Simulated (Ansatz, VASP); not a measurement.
# MgO: VASP beside Ansatz

```
CELL_PARAMETERS angstrom
0.00000 2.10437 2.10437
2.10437 0.00000 2.10437
2.10437 2.10437 0.00000
ATOMIC_POSITIONS crystal
Mg 0.00000 0.00000 0.00000
O 0.50000 0.50000 0.50000
```

Alike in both runs: task single point; functional PBEsol; k mesh 10 × 10 × 10; occupations gaussian, width 0.02 eV; no spin polarisation.

```csv
,VASP,Ansatz
version,VASP 6.6.1,Ansatz 0.2.0
potentials or method,"VASP PAW PBE potentials, release 64 (Mg, O), cutoff 600 eV","scalar-relativistic, plane waves, PAW"
valence electrons in the cell,8,16
```

```csv
,VASP,Ansatz,Ansatz less VASP
gap on the k mesh at the Fermi level (eV),4.66,4.66,-0.002
least direct gap on the mesh (eV),4.66,4.66,-0.002
pressure (GPa),-0.1,0.6,+0.72
```

VASP's potentials were made for PBE, not for PBEsol. VASP's potentials hold 8 valence electrons a cell and Ansatz's 16, so a difference there can come from the potentials and not from the codes.
